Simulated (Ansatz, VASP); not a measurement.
# TiAl3 in VASP and in Ansatz

```
CELL_PARAMETERS angstrom
-1.90813 1.90813 4.27550
1.90813 -1.90813 4.27550
1.90813 1.90813 -4.27550
ATOMIC_POSITIONS crystal
Ti 0.00000 0.00000 0.00000
Al 0.50000 0.50000 0.00000
Al 0.75000 0.25000 0.50000
Al 0.25000 0.75000 0.50000
```

Alike in both runs: task single point; functional PBEsol; k mesh 13 × 13 × 13; occupations fermi-dirac, width 0.05 eV; no spin polarisation.

```csv
,VASP,Ansatz
version,VASP 6.6.1,Ansatz 0.2.0
potentials or method,"VASP PAW PBE potentials, release 64 (Ti_sv, Al), cutoff 520 eV","all-electron LAPW, scalar-relativistic"
```

Ansatz gave:

* pressure (GPa): 0.0

Q: Estimate VASP's values.

A: Pressure (GPa): 0.1.

VASP's potentials were made for PBE, not for PBEsol. Ansatz ran all-electron here, and VASP with PAW potentials.
